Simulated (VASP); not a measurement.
# TcPt (P-6m2) in VASP: single point with LDA

Aim: the single point of TcPt with LDA.

All numbers are computed with VASP 6.6.1; they aren't measurements. Logs are shortened: lines on timing, memory, paths and dates and some standing lists are left out, and cuts for length are marked.

### 1 The cell of the first run

Symmetry: P-6m2, No. 187, hexagonal system. The conventional cell has a = 2.783 Å, b = 2.783 Å, c = 4.486 Å, α = 90.00°, β = 90.00°, γ = 120.00°. Within 3.6 Å of Tc (site symmetry -6m2) lie 6 Pt at 2.76 Å and 6 Tc at 2.78 Å. Pt (site symmetry -6m2) has 6 Tc at 2.76 Å and 6 Pt at 2.78 Å within 3.6 Å.

### 2 Single point, LDA

File INCAR:

```
SYSTEM = TcPt
ALGO = Normal
EDIFF = 1E-6
ENCUT = 500
GGA = CA
GGA_COMPAT = .False.
ISIF = 2
ISMEAR = -1
LASPH = .True.
LCHARG = .True.
LELF = .True.
LREAL = .False.
LVHAR = .True.
LWAVE = .False.
NBANDS = 18
NELM = 120
PREC = Accurate
SIGMA = 0.1
```

File KPOINTS:

```
k-points
0
Gamma
  9 9 5
  0 0 0
```

File POSCAR:

```
TcPt
1.0
    2.7827060000      0.0000000000      0.0000000000
   -1.3913530000      2.4098940873      0.0000000000
    0.0000000000      0.0000000000      4.4858650000
Tc Pt
1 1
Direct
    0.6666666667      0.3333333333      0.0000000000
    0.0000000000      0.0000000000      0.5000000000
```

Potentials or basis: VASP PAW LDA potentials, release 64 (Tc_pv, Pt).

Started as:

```
cat potpaw_LDA.64/Tc_pv/POTCAR potpaw_LDA.64/Pt/POTCAR > POTCAR
mpirun -np 1 vasp_std > vasp.out
```

OUTCAR:

```text
SYSTEM = TcPt
   EDIFF = 1E-6
   ENCUT = 500
   GGA = CA
   ISIF = 2
   ISMEAR = -1
   LASPH = .True.
   LREAL = .False.
   NELM = 120
   PREC = Accurate

 ion  position               nearest neighbor table
   1  0.667  0.333  0.000-   2 2.76   2 2.76   2 2.76   2 2.76   2 2.76   2 2.76
   2  0.000  0.000  0.500-   1 2.76   1 2.76   1 2.76   1 2.76   1 2.76   1 2.76

  LATTYP: Found a hexagonal cell.
 ALAT       =     2.7827060000
 C/A-ratio  =     1.6120513630

  Lattice vectors:

 A1 = (   2.7827060000,   0.0000000000,   0.0000000000)
 A2 = (  -1.3913530000,   2.4098940873,   0.0000000000)
 A3 = (   0.0000000000,   0.0000000000,   4.4858650000)

Analysis of symmetry for initial positions (statically):
=====================================================================
 Subroutine PRICEL returns:
 Original cell was already a primitive cell.

 Routine SETGRP: Setting up the symmetry group for a
 hexagonal supercell.

 Subroutine GETGRP returns: Found 12 space group operations
 (whereof 12 operations were pure point group operations)
 out of a pool of 24 trial point group operations.

The static configuration has the point symmetry D_3h.

Analysis of symmetry for dynamics (positions and initial velocities):
=====================================================================
 Subroutine PRICEL returns:
 Original cell was already a primitive cell.

 Routine SETGRP: Setting up the symmetry group for a
 hexagonal supercell.

 Subroutine GETGRP returns: Found 12 space group operations
 (whereof 12 operations were pure point group operations)
 out of a pool of 24 trial point group operations.

The dynamic configuration has the point symmetry D_3h.

 Subroutine INISYM returns: Found 12 space group operations
 (whereof 12 operations are pure point group operations),
 and found     1 'primitive' translations

----------------------------------------------------------------------------------------

                                     Primitive cell

  volume of cell :      30.0823

  direct lattice vectors                    reciprocal lattice vectors
     2.782706000  0.000000000  0.000000000     0.359362434  0.207477998  0.000000000
    -1.391353000  2.409894087  0.000000000     0.000000000  0.414955995  0.000000000
     0.000000000  0.000000000  4.485865000     0.000000000  0.000000000  0.222922446

  length of vectors
     2.782706000  2.782706000  4.485865000     0.414955995  0.414955995  0.222922446

  position of ions in fractional coordinates (direct lattice)
     0.666666667  0.333333333  0.000000000
     0.000000000  0.000000000  0.500000000

  ion indices of the primitive-cell ions
   primitive index   ion index
                 1           1
                 2           2

----------------------------------------------------------------------------------------

 KPOINTS: k-points

Automatic generation of k-mesh.
 Grid dimensions read from file:
 generate k-points for:    9    9    5

 Generating k-lattice:

  Cartesian coordinates                     Fractional coordinates (reciprocal lattice)
     0.039929159  0.023053111  0.000000000     0.111111111 -0.000000000  0.000000000
     0.000000000  0.046106222  0.000000000     0.000000000  0.111111111  0.000000000
     0.000000000  0.000000000  0.044584489     0.000000000  0.000000000  0.200000000

  Length of vectors
     0.046106222  0.046106222  0.044584489

  Shift w.r.t. Gamma in fractional coordinates (k-lattice)
     0.000000000  0.000000000  0.000000000

 Subroutine IBZKPT returns following result:
 ===========================================

 Found     36 irreducible k-points:

 Following reciprocal coordinates:
            Coordinates               Weight
  0.000000  0.000000  0.000000      1.000000
  0.111111  0.000000  0.000000      6.000000
  0.222222  0.000000  0.000000      6.000000
  0.333333 -0.000000  0.000000      6.000000
  0.444444  0.000000  0.000000      6.000000
  0.111111  0.111111  0.000000      6.000000
[... 16 lines left out ...]
  0.333333  0.222222  0.200000     24.000000
  0.333333  0.333333  0.200000      4.000000
 [... further k-points ...]
   k-points           NKPTS =     36   k-points in BZ     NKDIM =     36   number of bands    NBANDS=     18
   number of dos      NEDOS =    301   number of ions     NIONS =      2
   total plane-waves  NPLWV =  14400
   dimension x,y,z NGX =    20 NGY =   20 NGZ =   36
   dimension x,y,z NGXF=    40 NGYF=   40 NGZF=   72
   ions per type =               1   1
   NGX,Y,Z   is equivalent  to a cutoff of  11.95, 11.95, 13.34 a.u.
   NGXF,Y,Z  is equivalent  to a cutoff of  23.90, 23.90, 26.68 a.u.
 SYSTEM =  TcPt
   PREC   = accura    normal or accurate (medium, high low for compatibility)
   ISTART =      0    job   : 0-new  1-cont  2-samecut
   ICHARG =      2    charge: 1-file 2-atom 10-const
   ISPIN  =      1    spin polarized calculation?
   LNONCOLLINEAR =      F non collinear calculations
   LSORBIT =      F    spin-orbit coupling
   LASPH  =      T    aspherical Exc in radial PAW
   ENCUT  =  500.0 eV  36.75 Ry    6.06 a.u.   5.07  5.07  8.18*2*pi/ulx,y,z
   NELM   =    120;   NELMIN=  2; NELMDL= -5     # of ELM steps
   EDIFF  = 0.1E-05   stopping-criterion for ELM
   LREAL  =      F    real-space projection
   EDIFFG = 0.1E-04   stopping-criterion for IOM
   NSW    =      0    number of steps for IOM
   IBRION =     -1    ionic relax: 0-MD 1-quasi-New 2-CG
   NFREE  =      0    steps in history (QN), initial steepest desc. (CG)
   ISIF   =      2    stress and relaxation
   ISYM   =      2    0-nonsym 1-usesym 2-fastsym
   POTIM  = 0.5000    time-step for ionic-motion
   TEBEG  =    0.0;   TEEND  =   0.0 temperature during run
   PSTRESS=    0.0 pullay stress
   NELECT =      23.0000    total number of electrons
   NUPDOWN=      -1.0000    fix difference up-down
   EMIN   =  10.00;   EMAX   =-10.00  energy-range for DOS
   EFERMI =   0.00;   METHOD = LEGACY
   ISMEAR =    -1;   SIGMA  =   0.10  broadening in eV -4-tet -1-fermi 0-gaus
   EFERMI_NEDOS =   21; number of points for ismear=-14 and -15
   IALGO  =     38    algorithm
   IMIX   =      4    mixing-type and parameters
     AMIX     =   0.40;   BMIX     =  1.00
     AMIX_MAG =   1.60;   BMIX_MAG =  1.00
  volume/ion in A,a.u.               =      15.04       101.50
  Fermi-wavevector in a.u.,A,eV,Ry     =   1.496972  2.828866 30.489629  2.240925
  Thomas-Fermi vector in A             =   2.608920
   LORBIT       =      0    0 simple, 1 ext, 2 COOP (PROOUT), +10 PAW based schemes
   GGA     = CA    functional components
   LHFCALC =     F    Hartree Fock is set to
   AEXX    =    0.0000 exact exchange contribution
   IVDW    =     0    specifies the selected vdW correction
   LEPSILON=     F    determine dielectric tensor
   LRPA    =     F    only Hartree local field effects (RPA)
 non-spin polarized calculation
  energy-cutoff  :      500.00
  volume of cell :       30.08
 maximum number of plane-waves:       774
   NGX = 11   NGY = 11   NGZ = 17

 number of electron      22.9999997 magnetization

 Free energy of the ion-electron system (eV)
  ---------------------------------------------------
  ext. energy  EPLUGINS =         0.00000000
  ---------------------------------------------------
  free energy    TOTEN  =       -19.33172984 eV

  energy without entropy =      -19.25618483  energy(sigma->0) =      -19.29395734

 E-fermi :  11.9136     XC(G=0): -13.7268

 val. band max:       11.8772835587   @ k =   0.2222   0.0000   0.4000
 cond. band min:      11.9234890734   @ k =   0.4444   0.1111   0.0000
 fundamental gap:      0.0462055146
 Fermi energy:        11.9135513396

 k-point     1 :       0.0000    0.0000    0.0000
  band No.  band energies     occupation
      1     -27.3277      2.00000
      2     -26.6741      2.00000
      3     -26.6741      2.00000
      4       2.3164      2.00000
      5       5.2274      2.00000
      6       7.9384      2.00000
[... 10 lines left out ...]
     17      25.9546      0.00000
     18      27.9474      0.00000

 k-point     2 :       0.1111    0.0000    0.0000
  band No.  band energies     occupation
      1     -27.3149      2.00000
      2     -26.7721      2.00000
      3     -26.6966      2.00000
      4       2.7579      2.00000
      5       5.5273      2.00000
      6       7.6194      2.00000
[... 10 lines left out ...]
     17      26.6200      0.00000
     18      28.4548      0.00000

 k-point     3 :       0.2222    0.0000    0.0000
  band No.  band energies     occupation
      1     -27.2822      2.00000
      2     -27.0157      2.00000
      3     -26.7534      2.00000
      4       3.9015      2.00000
      5       6.0415      2.00000
      6       7.2978      2.00000
[... 10 lines left out ...]
     17      25.2455      0.00000
     18      27.9816      0.00000

 k-point     4 :       0.3333   -0.0000    0.0000
  band No.  band energies     occupation
      1     -27.2850      2.00000
      2     -27.2446      2.00000
      3     -26.8173      2.00000
      4       4.8806      2.00000
      5       6.0933      2.00000
      6       6.5022      2.00000
[... 10 lines left out ...]
     17      21.2992      0.00000
     18      25.3918      0.00000

 k-point     5 :       0.4444    0.0000    0.0000
  band No.  band energies     occupation
      1     -27.4565      2.00000
      2     -27.2199      2.00000
      3     -26.8587      2.00000
      4       4.9166      2.00000
      5       5.9138      2.00000
      6       6.2080      2.00000
[... 10 lines left out ...]
     17      21.7133      0.00000
     18      23.5666      0.00000

 k-point     6 :       0.1111    0.1111    0.0000
  band No.  band energies     occupation
      1     -27.2921      2.00000
      2     -26.9339      2.00000
      3     -26.7452      2.00000
      4       3.5730      2.00000
      5       6.0029      2.00000
      6       7.1759      2.00000
[... 10 lines left out ...]
     17      26.6787      0.00000
     18      27.3709      0.00000

 k-point     7 :       0.2222    0.1111    0.0000
  band No.  band energies     occupation
      1     -27.2569      2.00000
      2     -27.1697      2.00000
      3     -26.8263      2.00000
      4       4.8367      2.00000
      5       6.2937      2.00000
      6       6.9200      2.00000
[... 10 lines left out ...]
     17      23.1720      0.00000
     18      25.1504      0.00000

 k-point     8 :       0.3333    0.1111    0.0000
  band No.  band energies     occupation
      1     -27.3713      2.00000
      2     -27.2257      2.00000
      3     -26.8977      2.00000
      4       5.3097      2.00000
      5       6.1442      2.00000
      6       6.3610      2.00000
[... 10 lines left out ...]
     17      21.4117      0.00000
     18      23.0166      0.00000
[... 229 lines left out ...]
     17      23.9877      0.00000
     18      25.6672      0.00000

 k-point    20 :       0.3333    0.1111    0.2000
  band No.  band energies     occupation
      1     -27.3701      2.00000
      2     -27.2255      2.00000
      3     -26.8980      2.00000
      4       5.2157      2.00000
      5       5.9932      2.00000
      6       6.7621      2.00000
[... 10 lines left out ...]
     17      23.2027      0.00000
     18      23.6929      0.00000

 k-point    21 :       0.4444    0.1111    0.2000
  band No.  band energies     occupation
      1     -27.4483      2.00000
      2     -27.2124      2.00000
      3     -26.9261      2.00000
      4       5.1133      2.00000
      5       5.7725      2.00000
      6       6.9223      2.00000
[... 10 lines left out ...]
     17      22.1346      0.00000
     18      22.9165      0.00000

 k-point    22 :       0.2222    0.2222    0.2000
  band No.  band energies     occupation
      1     -27.2969      2.00000
      2     -27.2279      2.00000
      3     -26.9548      2.00000
      4       5.9523      2.00000
      5       6.2122      2.00000
      6       6.6525      2.00000
[... 10 lines left out ...]
     17      22.5506      0.00000
     18      23.9694      0.00000

 k-point    23 :       0.3333    0.2222    0.2000
  band No.  band energies     occupation
      1     -27.3570      2.00000
      2     -27.2079      2.00000
      3     -27.0609      2.00000
      4       5.8052      2.00000
      5       6.4095      2.00000
      6       6.7871      2.00000
[... 10 lines left out ...]
     17      21.1352      0.00000
     18      23.6312      0.00000

 k-point    24 :       0.3333    0.3333    0.2000
  band No.  band energies     occupation
      1     -27.2422      2.00000
      2     -27.2358      2.00000
      3     -27.2009      2.00000
      4       6.1638      2.00000
      5       6.5914      2.00000
      6       6.8697      2.00000
[... 10 lines left out ...]
     17      22.9935      0.00000
     18      23.7832      0.00000

 [... further k-points ...]

------------------------ aborting loop because EDIFF is reached ----------------------------------------

  FORCE on cell =-STRESS in cart. coord.  units (eV):
  Direction    XX          YY          ZZ          XY          YZ          ZX
  --------------------------------------------------------------------------------------
  -------------------------------------------------------------------------------------
  Total       -3.0616662     -3.0616662     -3.4553085      0.0000000      0.0000000      0.0000000
  in kB     -163.0635689   -163.0635689   -184.0288572      0.0000000      0.0000000      0.0000000
  external PRESSURE =    -170.0519983 kB  Pullay stress =       0.0000000 kB

 VOLUME and BASIS-vectors are now :
 -----------------------------------------------------------------------------
  energy-cutoff  :      500.00
  volume of cell :       30.08
      direct lattice vectors                 reciprocal lattice vectors
     2.782706000  0.000000000  0.000000000     0.359362434  0.207477998  0.000000000
    -1.391353000  2.409894087  0.000000000     0.000000000  0.414955995  0.000000000
     0.000000000  0.000000000  4.485865000     0.000000000  0.000000000  0.222922446

 POSITION                                       TOTAL-FORCE (eV/Angst)
 -----------------------------------------------------------------------------------
      1.39135      0.80330      0.00000        -0.000000      0.000000      0.000000
      0.00000      0.00000      2.24293         0.000000      0.000000      0.000000
 -----------------------------------------------------------------------------------
    total drift:                                0.000000     -0.000000      0.000000

  FREE ENERGIE OF THE ION-ELECTRON SYSTEM (eV)
  ---------------------------------------------------
  free  energy   TOTEN  =       -19.3317298430 eV

  energy  without entropy=      -19.2561848339  energy(sigma->0) =      -19.29395734
```

Wall time 7.7 s (1 thread of Intel Xeon 6975P-C (Granite Rapids), shared host); peak memory 0.13 GiB.

Results:

```yaml
Free_energy: -19.3317 eV
Pressure: -17.0 GPa
Band_gap_on_the_k_mesh: zero (an odd number of electrons rules out a gap without spin polarisation)
```

Caveat: the cell stands under tension; spin-orbit coupling is left out, which moves the levels of the heavy elements.
